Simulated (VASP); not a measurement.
# PbS (P1) in VASP: single point with PBE

Aim: the single point of PbS with PBE.

Program: VASP 6.6.1. These are calculated values, not measurements. Logs are shortened: lines on timing, memory, paths and dates and some standing lists are left out, and cuts for length are marked.

## (1) The cell of the first run

The typed cell holds 2 atoms: a = 4.224 Å, b = 4.240 Å, c = 4.274 Å, α = 60.18°, β = 59.72°, γ = 61.35°.

## (2) Single point, PBE (atoms moved at random and the cell strained at random)

INCAR reads:

```
SYSTEM = PbS
PREC = Accurate
ENCUT = 520
EDIFF = 1E-7
ISMEAR = 0
SIGMA = 0.05
LREAL = .False.
LASPH = .True.
NELM = 100
ALGO = Normal
ISIF = 2
LWAVE = .False.
LCHARG = .True.
GGA = PE
LELF = .True.
LVHAR = .True.
NBANDS = 17
```

KPOINTS reads:

```
regular mesh
0
Gamma
  10 10 10
  0 0 0
```

POSCAR reads:

```
PbS
1.0
   -0.0125306292      3.0290858138      2.9433647383
    3.0334285325     -0.0314177767      2.9622518857
    3.0146697023      3.0292141310     -0.0126589465
Pb S
1 1
Direct
    0.4875552733      0.4976180984      0.4858389239
    0.0124447267      0.0023819016      0.0141610761
```

Potentials or basis: VASP PAW PBE potentials, release 64 (Pb_d, S).

Run with:

```sh
> cat potpaw_PBE.64/Pb_d/POTCAR potpaw_PBE.64/S/POTCAR > POTCAR
> mpirun -np 1 vasp_std > vasp.out
```

OUTCAR:

```text
SYSTEM = PbS
   PREC = Accurate
   ENCUT = 520
   EDIFF = 1E-7
   ISMEAR = 0
   LREAL = .False.
   LASPH = .True.
   NELM = 100
   ISIF = 2
   GGA = PE

 ion  position               nearest neighbor table
   1  0.488  0.498  0.486-   2 2.88   2 2.89   2 2.94   2 3.05   2 3.13   2 3.21
   2  0.012  0.002  0.014-   1 2.88   1 2.89   1 2.94   1 3.05   1 3.13   1 3.21

  LATTYP: Found a triclinic cell.
 ALAT       =     7.2950210141
 B/A-ratio  =     0.5799952624
 C/A-ratio  =     0.8347994885
 COS(alpha) =     0.0000266640
 COS(beta)  =     0.4131496682
 COS(gamma) =     0.8630982393

  Lattice vectors:

 A1 = (   3.0397309607,  -3.0289574966,  -5.8993884231)
 A2 = (   3.0272003315,   0.0001283172,  -2.9560236848)
 A3 = (   0.0312894594,  -6.0897177215,   0.0315460939)

Analysis of symmetry for initial positions (statically):
=====================================================================
 Subroutine PRICEL returns:
 Original cell was already a primitive cell.

 Routine SETGRP: Setting up the symmetry group for a
 triclinic supercell.

 Subroutine GETGRP returns: Found  1 space group operations
 (whereof  1 operations were pure point group operations)
 out of a pool of  2 trial point group operations.

The static configuration has the point symmetry C_1 .

Analysis of symmetry for dynamics (positions and initial velocities):
=====================================================================
 Subroutine PRICEL returns:
 Original cell was already a primitive cell.

 Routine SETGRP: Setting up the symmetry group for a
 triclinic supercell.

 Subroutine GETGRP returns: Found  1 space group operations
 (whereof  1 operations were pure point group operations)
 out of a pool of  2 trial point group operations.

The dynamic configuration has the point symmetry C_1 .

 Subroutine INISYM returns: Found  1 space group operations
 (whereof  1 operations are pure point group operations),
 and found     1 'primitive' translations

----------------------------------------------------------------------------------------

                                     Primitive cell

  volume of cell :      54.6042

[... 81 lines left out ...]
   ICHARG =      2    charge: 1-file 2-atom 10-const
   ISPIN  =      1    spin polarized calculation?
   LNONCOLLINEAR =      F non collinear calculations
   LSORBIT =      F    spin-orbit coupling
   LASPH  =      T    aspherical Exc in radial PAW
   ENCUT  =  520.0 eV  38.22 Ry    6.18 a.u.   7.85  7.88  7.95*2*pi/ulx,y,z
   NELM   =    100;   NELMIN=  2; NELMDL= -5     # of ELM steps
   EDIFF  = 0.1E-06   stopping-criterion for ELM
   LREAL  =      F    real-space projection
   EDIFFG = 0.1E-05   stopping-criterion for IOM
   NSW    =      0    number of steps for IOM
   IBRION =     -1    ionic relax: 0-MD 1-quasi-New 2-CG
   NFREE  =      0    steps in history (QN), initial steepest desc. (CG)
   ISIF   =      2    stress and relaxation
   ISYM   =      2    0-nonsym 1-usesym 2-fastsym
   POTIM  = 0.5000    time-step for ionic-motion
   TEBEG  =    0.0;   TEEND  =   0.0 temperature during run
   PSTRESS=    0.0 pullay stress
   NELECT =      20.0000    total number of electrons
   NUPDOWN=      -1.0000    fix difference up-down
   EMIN   =  10.00;   EMAX   =-10.00  energy-range for DOS
   EFERMI =   0.00;   METHOD = LEGACY
   ISMEAR =     0;   SIGMA  =   0.05  broadening in eV -4-tet -1-fermi 0-gaus
   EFERMI_NEDOS =   21; number of points for ismear=-14 and -15
   IALGO  =     38    algorithm
   IMIX   =      4    mixing-type and parameters
     AMIX     =   0.40;   BMIX     =  1.00
     AMIX_MAG =   1.60;   BMIX_MAG =  1.00
  volume/ion in A,a.u.               =      27.30       184.24
  Fermi-wavevector in a.u.,A,eV,Ry     =   1.171322  2.213477 18.667114  1.371994
  Thomas-Fermi vector in A             =   2.307767
   LORBIT       =      0    0 simple, 1 ext, 2 COOP (PROOUT), +10 PAW based schemes
   GGA     = PE    functional components
   LHFCALC =     F    Hartree Fock is set to
   AEXX    =    0.0000 exact exchange contribution
   IVDW    =     0    specifies the selected vdW correction
   LEPSILON=     F    determine dielectric tensor
   LRPA    =     F    only Hartree local field effects (RPA)
 non-spin polarized calculation
 Gauss-broadening in eV      SIGMA  =   0.05
  energy-cutoff  :      520.00
  volume of cell :       54.60
 maximum number of plane-waves:      1488
   NGX = 15   NGY = 15   NGZ = 15

 number of electron      20.0000002 magnetization

 Free energy of the ion-electron system (eV)
  ---------------------------------------------------
  ext. energy  EPLUGINS =         0.00000000
  ---------------------------------------------------
  free energy    TOTEN  =        -8.75432483 eV

  energy without entropy =       -8.75432483  energy(sigma->0) =       -8.75432483

 E-fermi :   5.5200     XC(G=0):  -9.4594

 val. band max:        5.2404699376   @ k =   0.0000   0.5000  -0.0000
 cond. band min:       5.8192060077   @ k =   0.5000   0.0000   0.0000
 fundamental gap:      0.5787360702
 Fermi energy:         5.5200436391

 k-point     1 :       0.0000    0.0000    0.0000
  band No.  band energies     occupation
      1     -11.5038      2.00000
      2     -11.4982      2.00000
      3     -11.4947      2.00000
      4     -11.4895      2.00000
      5     -11.4752      2.00000
      6      -8.0098      2.00000
[... 457 lines left out ...]
      4     -11.4704      2.00000
      5     -11.4664      2.00000
      6      -6.9332      2.00000
[... 9 lines left out ...]
     16      14.8209      0.00000
     17      16.2769      0.00000

 [... further k-points ...]

------------------------ aborting loop because EDIFF is reached ----------------------------------------

  FORCE on cell =-STRESS in cart. coord.  units (eV):
  Direction    XX          YY          ZZ          XY          YZ          ZX
  --------------------------------------------------------------------------------------
  -------------------------------------------------------------------------------------
  Total       -0.2169083     -0.1993197      0.6491969      0.1207904      0.1155856      0.0130329
  in kB       -6.3644455     -5.8483676     19.0485059      3.5441892      3.3914723      0.3824065
  external PRESSURE =       2.2785643 kB  Pullay stress =       0.0000000 kB

 VOLUME and BASIS-vectors are now :
 -----------------------------------------------------------------------------
  energy-cutoff  :      520.00
  volume of cell :       54.60
      direct lattice vectors                 reciprocal lattice vectors
    -0.012530629  3.029085814  2.943364738    -0.164326129  0.164247627  0.170016556
     3.033428532 -0.031417777  2.962251886     0.163987868 -0.162498729  0.167929397
     3.014669702  3.029214131 -0.012658947     0.166019983  0.164192584 -0.168267658

 POSITION                                       TOTAL-FORCE (eV/Angst)
 -----------------------------------------------------------------------------------
      2.96802      2.93292      2.90297         0.034170      0.047844      0.081683
      0.04976      0.08052      0.04351        -0.034170     -0.047844     -0.081683
 -----------------------------------------------------------------------------------
    total drift:                                0.000036     -0.000233     -0.000032

  FREE ENERGIE OF THE ION-ELECTRON SYSTEM (eV)
  ---------------------------------------------------
  free  energy   TOTEN  =        -8.7543248334 eV

  energy  without entropy=       -8.7543248334  energy(sigma->0) =       -8.75432483
```

It took 4.5 min on 1 thread of Intel Xeon Platinum 8488C (Sapphire Rapids), shared host; peak memory 0.53 GiB.

What came out:

```yaml
Free_energy: -8.7543 eV
Pressure: 0.2 GPa
Largest_force: 0.101 eV/Å
Band_gap_on_the_k_mesh: 0.58 eV (least direct gap 0.59 eV)
```

Forces in eV/Å, atoms in the order of the input:
```
Pb   0.034  0.048  0.082
S   -0.034 -0.048 -0.082
```

Stress tensor (GPa, compression positive):
```
-0.64  0.35  0.04
 0.35 -0.58  0.34
 0.04  0.34  1.90
```

Levels at points of the mesh, in eV from the valence-band top:
```tsv
k point	band 6	band 7	band 8	band 9	band 10	band 11	band 12	band 13	band 14	band 15
(0.00, 0.00, 0.00)	-13.25	-6.08	-2.12	-1.96	-1.82	4.68	4.85	5.21	6.74	7.07
(0.50, 0.00, 0.00)	-12.11	-8.59	-1.75	-1.65	-0.11	0.58	2.13	2.23	8.49	9.87
(0.00, 0.50, 0.00)	-12.11	-8.66	-1.69	-1.66	0.00	0.59	2.21	2.33	8.50	9.97
(0.50, 0.50, 0.00)	-11.68	-7.26	-4.81	-3.28	-3.06	3.65	5.43	5.64	5.80	11.04
(0.00, 0.00, 0.50)	-12.11	-8.60	-1.77	-1.61	-0.15	0.59	2.12	2.26	8.51	10.05
(0.50, 0.00, 0.50)	-11.79	-7.22	-4.66	-3.25	-3.01	3.92	5.28	5.47	5.97	11.00
(0.00, 0.50, 0.50)	-11.79	-7.16	-4.75	-3.30	-2.97	3.78	5.28	5.45	6.11	10.94
(0.50, 0.50, 0.50)	-12.15	-8.45	-1.75	-1.63	-0.38	0.71	1.98	2.13	8.47	10.20
```

Caveat: the cell differs from its parent crystal (atoms moved at random and the cell strained at random); spin-orbit coupling is left out, which moves the levels of the heavy elements. A k mesh can miss the band edges.
